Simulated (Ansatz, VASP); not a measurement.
This is a calculation of I for VASP 6.6.1.

Contents of INCAR:

```
  ALGO = Normal
  EDIFF = 1E-7
  ENCUT = 520
  GGA = PE
  ISIF = 2
  ISMEAR = -1
  LASPH = True
  LCHARG = True
  LELF = True
  LREAL = False
  LVHAR = True
  LWAVE = False
  NBANDS = 10
  NELM = 80
  PREC = Accurate
  SIGMA = 0.05
```

Contents of KPOINTS:

```
k-points
0
Gamma
  7 7 11
```

POSCAR

```
I
1.0
    2.5551573114     -3.7311728369      0.0000000000
    2.5551573114      3.7311728369      0.0000000000
   -1.6316094203      0.0000000000      2.3968671159
I
1
Direct
    0.5000000000      0.5000000000      0.5000000000
```

Potentials or basis: VASP PAW PBE potentials, release 64 (I).

The run is started by

```sh
$ cat potpaw_PBE.64/I/POTCAR > POTCAR
$ mpirun -np 1 vasp_std > vasp.out
```

Q: Set up the same calculation for Ansatz 0.2.0. Potentials there: all-electron LAPW, scalar-relativistic.

A: As run (the cutoff follows the program's own potentials):

Contents of input.yaml:

```yaml
crystal:
  lattice:
    - [2.5551573114, -3.7311728369, 0.0]
    - [2.5551573114, 3.7311728369, 0.0]
    - [-1.6316094203, 0.0, 2.3968671159]
  atoms:
    - { symbol: I, position: [0.5, 0.5, 0.5] }
kpoints:
  mp_grid: { grid: [7, 7, 11] }
scf:
  occupations: { method: fermi_dirac, width: 0.05 }
hamiltonian:
  xc: pbe
  pseudopotentials: { kind: all_electron, lapw: { basis_error: 0.0005 } }
output:
  forces: true
  stress: true
  eigenvalues: true
```

Potentials or basis: all-electron LAPW, scalar-relativistic.

Command:

```bash
$ ansatz run input.yaml --threads 1 --pin off --max-ram 3072MiB --backend cpu --events-out ev --progress --plain --runs-dir out
```

Both were run:

|  | VASP | Ansatz | Ansatz less VASP |
| --- | --- | --- | --- |
| gap on the k mesh at the Fermi level (eV) | none | none | - |
| pressure (GPa) | 0.6 | 0.7 | +0.06 |
| traceless stress, the component that is largest in VASP (GPa) | -0.20 | -0.29 | -0.084 |

A gap of «none» marks a metal or a gap that the smearing closes. Ansatz ran all-electron here, and VASP with PAW potentials.

Neither program's run includes spin-orbit coupling.
